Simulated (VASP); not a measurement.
# MnO2 (P-3m1) in VASP: notebook, part 2 of 2

VASP 6.6.1. Earlier steps stand in the parts before.

## Step 3: Single point, LDA, collinear spin, ferromagnetic start (8.89 Å³/atom)

This run uses another cell than the first one, of 8.89 Å³/atom.

The input, INCAR:

```
SYSTEM = MnO2
PREC     = Accurate       ! precision mode
ENCUT    = 520            ! plane-wave cutoff, eV
EDIFF    = 1E-6           ! SCF threshold, eV
ISMEAR   = -1             ! smearing method
SIGMA    = 0.03           ! smearing width, eV
LREAL    = .False.        ! projectors in reciprocal space
LASPH    = .True.         ! aspherical terms in the spheres
NELM     = 150            ! most SCF steps
ALGO     = Normal         ! electronic algorithm
ISIF     = 2              ! what is computed and relaxed
LWAVE    = .False.        ! write WAVECAR
LCHARG   = .False.        ! write CHGCAR
ISPIN    = 2              ! spin polarisation
MAGMOM   = 4 0 0          ! initial moments
LORBIT   = 11             ! projections on sites
LMAXMIX  = 4              ! l up to which the mixer works
NBANDS   = 24             ! bands
```

The input, KPOINTS:

```
Automatic mesh
0
Gamma
  11 11 6
  0 0 0
```

The input, POSCAR:

```
MnO2
1.0
    2.6737290748      0.0000000000      0.0000000000
   -1.3368645374      2.3155173016      0.0000000000
    0.0000000000      0.0000000000      4.3068408523
Mn O
1 2
Direct
    0.0000000000      0.0000000000      0.5000000000
    0.6666666667      0.3333333333      0.2937074300
    0.3333333333      0.6666666667      0.7062925700
```

Potentials or basis: VASP PAW LDA potentials, release 64 (Mn_pv, O).

On the command line:

```console
$ cat potpaw_LDA.64/Mn_pv/POTCAR potpaw_LDA.64/O/POTCAR > POTCAR
$ mpirun -np 1 vasp_std > vasp.out
```

OUTCAR:

```text
SYSTEM = MnO2
   PREC = Accurate
   ENCUT = 520
   EDIFF = 1E-6
   ISMEAR = -1
   LREAL = .False.
   LASPH = .True.
   NELM = 150
   ISIF = 2
   ISPIN = 2
   LORBIT = 11

 ion  position               nearest neighbor table
   1  0.000  0.000  0.500-   2 1.78   3 1.78   3 1.78   2 1.78   2 1.78   3 1.78
   2  0.667  0.333  0.294-   1 1.78   1 1.78   1 1.78
   3  0.333  0.667  0.706-   1 1.78   1 1.78   1 1.78

  LATTYP: Found a hexagonal cell.
 ALAT       =     2.6737290748
 C/A-ratio  =     1.6107992739

  Lattice vectors:

 A1 = (   2.6737290748,   0.0000000000,   0.0000000000)
 A2 = (  -1.3368645374,   2.3155173016,   0.0000000000)
 A3 = (   0.0000000000,   0.0000000000,   4.3068408523)

Analysis of symmetry for initial positions (statically):
=====================================================================
 Subroutine PRICEL returns:
 Original cell was already a primitive cell.

 Routine SETGRP: Setting up the symmetry group for a
 hexagonal supercell.

 Subroutine GETGRP returns: Found 12 space group operations
 (whereof 12 operations were pure point group operations)
 out of a pool of 24 trial point group operations.

The static configuration has the point symmetry D_3d.

Analysis of symmetry for dynamics (positions and initial velocities):
=====================================================================
 Subroutine PRICEL returns:
 Original cell was already a primitive cell.

 Routine SETGRP: Setting up the symmetry group for a
 hexagonal supercell.

 Subroutine GETGRP returns: Found 12 space group operations
 (whereof 12 operations were pure point group operations)
 out of a pool of 24 trial point group operations.

The dynamic configuration has the point symmetry D_3d.

Analysis of structural, dynamic, and magnetic symmetry:
=====================================================================
 Subroutine PRICEL returns:
 Original cell was already a primitive cell.

 Routine SETGRP: Setting up the symmetry group for a
 hexagonal supercell.

 Subroutine GETGRP returns: Found 12 space group operations
[... 151 lines left out ...]

 E-fermi :   5.8781     XC(G=0): -12.5280

 val. band max:        5.8580890189   @ k =   0.0909  -0.0000   0.0000
 cond. band min:       5.9075741213   @ k =   0.0000   0.0909   0.3333
 fundamental gap:      0.0494851023
 Fermi energy:         5.8781452170

 spin component 1

 k-point     1 :       0.0000    0.0000    0.0000
  band No.  band energies     occupation
      1     -44.3450      1.00000
      2     -44.3450      1.00000
      3     -44.3445      1.00000
      4     -15.7953      1.00000
      5     -12.4300      1.00000
      6      -2.5245      1.00000
[... 637 lines left out ...]
     23      28.4650      0.00000
     24      30.4279      0.00000

 [... further k-points ...]

 spin component 2

 k-point     1 :       0.0000    0.0000    0.0000
  band No.  band energies     occupation
      1     -41.8174      1.00000
      2     -41.8174      1.00000
      3     -41.7677      1.00000
      4     -15.4734      1.00000
      5     -12.1240      1.00000
      6      -1.7867      1.00000
[... 637 lines left out ...]
     23      28.8873      0.00000
     24      30.8312      0.00000

 [... further k-points ...]

------------------------ aborting loop because EDIFF is reached ----------------------------------------

  FORCE on cell =-STRESS in cart. coord.  units (eV):
  Direction    XX          YY          ZZ          XY          YZ          ZX
  --------------------------------------------------------------------------------------
  -------------------------------------------------------------------------------------
  Total        9.6628814      9.6628814      5.8291897      0.0000000      0.0000000      0.0000000
  in kB      580.6213222    580.6213222    350.2632052      0.0000000      0.0000000      0.0000000
  external PRESSURE =     503.8352832 kB  Pullay stress =       0.0000000 kB

 VOLUME and BASIS-vectors are now :
 -----------------------------------------------------------------------------
  energy-cutoff  :      520.00
  volume of cell :       26.66
      direct lattice vectors                 reciprocal lattice vectors
     2.673729075  0.000000000  0.000000000     0.374009472  0.215934469  0.000000000
    -1.336864537  2.315517302  0.000000000     0.000000000  0.431868939  0.000000000
     0.000000000  0.000000000  4.306840852     0.000000000  0.000000000  0.232188751

 POSITION                                       TOTAL-FORCE (eV/Angst)
 -----------------------------------------------------------------------------------
      0.00000      0.00000      2.15342         0.000000      0.000000      0.000000
      1.33686      0.77184      1.26495        -0.000000      0.000000     -3.282959
     -0.00000      1.54368      3.04189         0.000000      0.000000      3.282959
 -----------------------------------------------------------------------------------
    total drift:                                0.000000     -0.000000      0.000000

  FREE ENERGIE OF THE ION-ELECTRON SYSTEM (eV)
  ---------------------------------------------------
  free  energy   TOTEN  =       -25.5015564853 eV

  energy  without entropy=      -25.4993585392  energy(sigma->0) =      -25.50045751

 total charge

# of ion       s       p       d       tot
------------------------------------------
    1        0.447   6.681   5.256  12.383
    2        1.576   3.515   0.000   5.091
    3        1.576   3.515   0.000   5.091
--------------------------------------------------
tot          3.599  13.711   5.256  22.566

 magnetization (x)

# of ion       s       p       d       tot
------------------------------------------
    1        0.030   0.045   2.445   2.520
    2        0.004   0.120   0.000   0.124
    3        0.004   0.120   0.000   0.124
--------------------------------------------------
tot          0.038   0.284   2.445   2.767
```

It took 62 s on 1 thread of AMD EPYC 7R13 (Zen 3), shared host; peak memory 0.16 GiB.

What came out:

| Quantity | Value |
| --- | --- |
| Free energy | -25.5016 eV |
| Pressure | 50.4 GPa |
| Largest force | 3.283 eV/Å |
| Net moment | 2.86 μB per cell |
| Site moments | Mn +2.52; O +0.12 μB |
| Valence electrons inside the program's atomic spheres | Mn 12.38; O 5.09 |

Forces on the atoms (eV/Å):
```
Mn   0.000  0.000  0.000
O    0.000  0.000 -3.283
O    0.000  0.000  3.283
```

Stress tensor (GPa, compression positive):
```
58.06  0.00  0.00
 0.00 58.06  0.00
 0.00  0.00 35.03
```

Levels at points of the mesh, in eV from the Fermi level:
Spin up:
| k point | band 11 | band 12 | band 13 | band 14 | band 15 | band 16 | band 17 | band 18 |
| --- | --- | --- | --- | --- | --- | --- | --- | --- |
| (0.00, 0.00, 0.00) | -2.38 | -2.38 | -2.31 | -0.26 | 3.38 | 3.38 | 7.87 | 10.74 |
| (0.00, 0.00, 0.50) | -2.75 | -2.45 | -2.45 | 0.24 | 3.46 | 3.46 | 9.68 | 11.13 |
Spin down:
| k point | band 9 | band 10 | band 11 | band 12 | band 13 | band 14 |
| --- | --- | --- | --- | --- | --- | --- |
| (0.00, 0.00, 0.00) | -2.12 | -2.12 | -1.98 | -0.33 | -0.33 | 1.90 |
| (0.00, 0.00, 0.50) | -3.85 | -2.18 | -2.18 | -0.35 | -0.35 | 2.24 |

Caveat: the cell stands under pressure; a cell with one magnetic atom can't hold antiferromagnetic order, which such compounds often take; semilocal functionals often make such compounds metallic where correlation or magnetic order opens a gap, which also shifts bond lengths; forces of over 1 eV/Å act on the atoms, so gaps and moduli don't describe the material at rest. With open d or f shells a metallic result of LDA can be an artefact of self-interaction; +U or a hybrid may open a gap.
